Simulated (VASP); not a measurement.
Set up this calculation in VASP 6.6.1, as the native input.

* Task: relaxation of shape and atoms at fixed volume
* Functional: LDA
* Potentials or basis: VASP PAW LDA potentials, release 64 (H, Br)
* Cutoff: 600 eV
* k mesh: 10 × 10 × 10
* Occupations: gaussian, width 0.01 eV
* Spin: no spin polarisation
* Dipole correction: no
* Further INCAR settings: ALGO = Normal; EDIFF = 1e-07; IBRION = 2; EDIFFG = -0.001; NSW = 80; ISIF = 4

The structure of HBr lies in POSCAR:

```
HBr
1.0
    0.0000000000      3.4354969237      3.4355152299
    1.6548372368      0.0000000000      3.4355152299
    1.6548372368      3.4354969237      0.0000000000
H Br
1 1
Direct
    0.0000000000      0.0000000000      0.0000000000
    0.5000000000      0.5000000000      0.5000000000
```

This cell differs from its parent crystal: volume scaled by 0.98.

One way to write it, as run:

INCAR

```
ALGO = Normal
EDIFF = 1E-7
EDIFFG = -0.001
ENCUT = 600
IBRION = 2
ISIF = 4
ISMEAR = 0
LASPH = True
LCHARG = False
LREAL = False
LWAVE = False
NELM = 60
NSW = 80
PREC = Accurate
SIGMA = 0.01
```

KPOINTS

```
k-points
0
Gamma
  10 10 10
```

Potentials or basis: VASP PAW LDA potentials, release 64 (H, Br).

Command:

```console
$ cat potpaw_LDA.64/H/POTCAR potpaw_LDA.64/Br/POTCAR > POTCAR
$ mpirun -np 1 vasp_std > vasp.out
```

It gave:

* Energy gained by relaxing: 0.8 meV/atom
* Ionic steps: 3
* Pressure after relaxing: 0.2 GPa
* Band gap on the k mesh: 0.82 eV, indirect (least direct gap 1.19 eV)

Wall time 120 s on 1 thread of Oxide Virtual Turin-like Processor, on a shared host, peak memory 0.18 GiB.
